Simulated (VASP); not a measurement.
Runs of VASP 6.6.1 on SnGe5. The structure is that of space group F-43m (No. 216), or close to it. The cells are those of the table. 

| task | cell | k mesh | cutoff (eV) | gap on the mesh (eV) | pressure (GPa) |
| --- | --- | --- | --- | --- | --- |
| single point | a = 6.575 Å, angles 60.0°, 6 atoms | 8 × 8 × 8 | 520 | none | 0.0 |
| relaxation of cell and atoms | relaxed from a = 5.864 Å, angles 60.0°, 6 atoms | 4 × 4 × 4 | 600 | none | 0.0 |
| single point | a = 5.864 Å, angles 60.0°, 6 atoms | 4 × 4 × 4 | 520 | none | 24.8 |
| single point | a = 6.553 Å, angles 60.0°, 6 atoms | 4 × 4 × 4 | 520 | none | (a) |

Alike in all rows: level PBE; potentials or basis VASP PAW PBE potentials, release 64 (Sn_d, Ge_d); no spin polarisation; smearing gaussian 0.1 eV.

**Question.** Estimate the missing entries.

**Answer.** (a) 0.2.

Caveats: spin-orbit coupling is left out, which moves the levels of the heavy elements; forces of over 1 eV/Å act on the atoms, so gaps and moduli don't describe the material at rest (some runs).

A k mesh can miss the band edges, and the runs leave out spin-orbit coupling on Ge, Sn.

A gap of «none» marks levels without a gap at the run's occupations.
